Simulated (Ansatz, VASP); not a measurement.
## Two plane-wave programs on MgO

```
Mg O
1.0
     0.00000    2.02058    2.12692
     2.02058    0.00000    2.12692
     2.02058    2.02058    0.00000
Mg O
1 1
Direct
  0.00000 0.00000 0.00000
  0.50000 0.50000 0.50000
```

Change from the starting cell: strain -0.050 along x and y, +0.000 along z, atoms carried along.

Alike in both runs: task single point; functional PBE; k mesh 10 × 10 × 10; occupations gaussian, width 0.05 eV; no spin polarisation.

```csv
,VASP,Ansatz
version,VASP 6.6.1,Ansatz 0.2.0
potentials or method,"VASP PAW PBE potentials, release 64 (Mg, O), cutoff 520 eV","scalar-relativistic, plane waves, PAW"
valence electrons in the cell,8,16
```

Ansatz gave:

| Item | Value |
| --- | --- |
| gap on the k mesh at the Fermi level (eV) | 5.41 |
| least direct gap on the mesh (eV) | 5.41 |
| pressure (GPa) | 19.9 |
| traceless stress, the component that is largest in VASP (GPa) | -9.91 |

**Question.** Estimate VASP's values.

**Answer.** gap on the k mesh at the Fermi level (eV): 5.39; least direct gap on the mesh (eV): 5.39; pressure (GPa): 19.3; traceless stress, the component that is largest in VASP (GPa): -10.00.

With one functional, cell and mesh, what is left measures potentials, basis and numerics. VASP's potentials hold 8 valence electrons a cell and Ansatz's 16, so a difference there can come from the potentials and not from the codes.
